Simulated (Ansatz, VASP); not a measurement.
**One calculation of InP, two programs**

Contents of INCAR:

```
  PREC = Accurate
  ENCUT = 520
  EDIFF = 1E-8
  ISMEAR = -1
  SIGMA = 0.08
  LREAL = False
  LASPH = True
  NELM = 60
  ALGO = Normal
  ISIF = 2
  LWAVE = False
  LCHARG = False
  GGA = PE
  LEFG = True
  NBANDS = 16
```

KPOINTS

```
Automatic mesh
0
Gamma
  14 14 14
```

Contents of POSCAR:

```
InP
1.0
    0.0000000000      2.7889048706      2.7889048706
    2.7889048706      0.0000000000      2.7889048706
    2.7889048706      2.7889048706      0.0000000000
In P
1 1
Direct
    0.0000000000      0.0000000000      0.0000000000
    0.5000000000      0.5000000000      0.5000000000
```

Input for Ansatz:

```yaml
crystal:
  lattice:
    - [0.0, 2.7889048706, 2.7889048706]
    - [2.7889048706, 0.0, 2.7889048706]
    - [2.7889048706, 2.7889048706, 0.0]
  atoms:
    - { symbol: In, position: [0.0, 0.0, 0.0] }
    - { symbol: P, position: [0.5, 0.5, 0.5] }
kpoints:
  mp_grid: { grid: [14, 14, 14] }
scf:
  occupations: { method: fermi_dirac, width: 0.08 }
hamiltonian:
  xc: pbe
  pseudopotentials: { kind: paw }
output:
  forces: true
  stress: true
  eigenvalues: true
  efg: { contact_densities: true }
```

Change from the starting cell: volume scaled by 1.02, PAW files.

Alike in both runs: task electric field gradients; functional PBE; k mesh 14 × 14 × 14; occupations fermi-dirac, width 0.08 eV; no spin polarisation.

```csv
,VASP,Ansatz
version,VASP 6.6.1,Ansatz 0.2.0
potentials or method,"VASP PAW PBE potentials, release 64 (In_d, P)","PAW with Ansatz's default frozen-core files, scalar-relativistic"
plane-wave cutoff (eV),520,420
valence electrons in the cell,18,18
```

```tsv
	VASP	Ansatz	Ansatz less VASP
pressure (GPa)	-1.4	-1.4	+0.03
```
